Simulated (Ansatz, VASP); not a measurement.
**CaC2 in VASP and in Ansatz**

```
Ca C
1.0
    -1.87896    1.87896    3.13855
     1.87896   -1.87896    3.13855
     1.87896    1.87896   -3.13855
Ca C
1 2
Cartesian
  0.0000 0.0000 0.0000
  0.0000 0.0000 3.7643
  0.0000 0.0000 2.5128
```

Alike in both runs: functional LDA; k mesh 10 × 10 × 10; no spin polarisation.

Ansatz relaxed the structure, and its values are those at the end. VASP's run is a single point on that final structure, the one shown.

```csv
,VASP,Ansatz
version,VASP 6.6.1,Ansatz 0.2.0
potentials or method,"VASP PAW LDA potentials, release 64 (Ca_sv, C), cutoff 520 eV","scalar-relativistic, plane waves, PAW"
occupations,"gaussian, width 0.01 eV",fixed
valence electrons in the cell,18,18
```

```csv
,VASP,Ansatz,Ansatz less VASP
gap on the k mesh at the Fermi level (eV),0.85,0.87,+0.015
least direct gap on the mesh (eV),2.03,2.04,+0.014
pressure (GPa),0.5,0.0,-0.48
rms of the force components (eV/Å),0.043,0.000,-0.0424
```

LDA's correlation is that of Perdew and Zunger in VASP and of Perdew and Wang (1992) in Ansatz.
